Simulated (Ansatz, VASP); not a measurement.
Li in VASP and in Ansatz

```
Li
1.0
     3.03439    0.00000    0.00000
    -1.51719    2.62786    0.00000
     0.00000    0.00000   10.21621
Li
4
Direct
  0.00000 0.00000 0.00000
  0.33333 0.66667 0.25000
  0.00000 0.00000 0.50000
  0.66667 0.33333 0.75440
```

Change from the starting cell: one atom moved.

Alike in both runs: task single point; functional PBE; k mesh 15 × 15 × 4; occupations gaussian, width 0.1 eV; no spin polarisation.

|  | VASP | Ansatz |
| --- | --- | --- |
| version | VASP 6.6.1 | Ansatz 0.2.0 |
| potentials or method | VASP PAW PBE potentials, release 64 (Li_sv), cutoff 520 eV | scalar-relativistic, plane waves, PAW |
| valence electrons in the cell | 12 | 12 |

```csv
,VASP,Ansatz,Ansatz less VASP
gap on the k mesh at the Fermi level (eV),none,none,-
rms of the force components (eV/Å),0.019,0.019,0.0000
```

Atom by atom the forces differ by 0.000 eV/Å (rms over components). A gap of «none» marks a metal or a gap that the smearing closes.

Noted on VASP's run: the cutoff is under 1.25 times that of the potentials, so the pressure is a little rough.
